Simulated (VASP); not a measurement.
A run of VASP 6.6.1 is set up as follows.

File INCAR:

```
SYSTEM = S
PREC = Accurate ; ENCUT = 520
EDIFF = 1E-6 ; ISMEAR = -1
SIGMA = 0.08 ; LREAL = .False.
LASPH = .True. ; NELM = 80
ALGO = Normal ; ISIF = 2
LWAVE = .False. ; LCHARG = .False.
GGA = PE ; NBANDS = 9
```

Contents of KPOINTS:

```
Automatic mesh
0
Gamma
  19 19 19
  0 0 0
```

POSCAR

```
S
1.0
    0.0000000000      1.6861103850      1.6861103850
    1.6861103850      0.0000000000      1.6861103850
    1.6861103850      1.6861103850      0.0000000000
S
1
Direct
    0.0000000000      0.0000000000      0.0000000000
```

Potentials or basis: VASP PAW PBE potentials, release 64 (S).

Launch:

```sh
$ cat potpaw_PBE.64/S/POTCAR > POTCAR
$ mpirun -np 1 vasp_std > vasp.out
```

(1) Predict the pressure.

(2) Predict the band gap on the k mesh.

Answers

(1) 108.6 GPa.

(2) zero (bands 3 and 4 overlap by 12.32 eV).

Caveat: the cell stands under pressure.
